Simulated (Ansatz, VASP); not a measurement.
# One calculation of BaZrO3, two programs

```
Ba Zr O
1.0
    -2.98543    2.98543    4.23187
     2.98543   -2.98543    4.23187
     2.98543    2.98543   -4.23187
Ba Zr O
2 2 6
Direct
  0.75000 0.25000 0.50000
  0.25000 0.75000 0.50000
  0.00000 0.00000 0.00000
  0.50000 0.50000 0.00000
  0.75000 0.75000 0.00000
  0.25000 0.25000 0.00000
  0.23282 0.73282 0.96564
  0.76718 0.26718 0.03436
  0.73282 0.76718 0.50000
  0.26718 0.23282 0.50000
```

Alike in both runs: functional PBE; k mesh 6 × 6 × 6; occupations gaussian, width 0.02 eV; no spin polarisation.

Ansatz relaxed the structure, and its values are those at the end. VASP's run is a single point on that final structure, the one shown.

|  | VASP | Ansatz |
| --- | --- | --- |
| version | VASP 6.6.1 | Ansatz 0.2.0 |
| potentials or method | VASP PAW PBE potentials, release 64 (Ba_sv, Zr_sv, O), cutoff 520 eV | scalar-relativistic, plane waves, PAW |
| valence electrons in the cell | 80 | 80 |

|  | VASP | Ansatz | Ansatz less VASP |
| --- | --- | --- | --- |
| gap on the k mesh at the Fermi level (eV) | 3.18 | 3.23 | +0.046 |
| least direct gap on the mesh (eV) | 3.18 | 3.23 | +0.046 |
| pressure (GPa) | 1.0 | 0.0 | -0.96 |
| rms of the force components (eV/Å) | 0.008 | 0.000 | -0.0081 |

The functional is the same, so the differences come from potentials, cutoffs and numerics.

Spin-orbit coupling is off throughout.
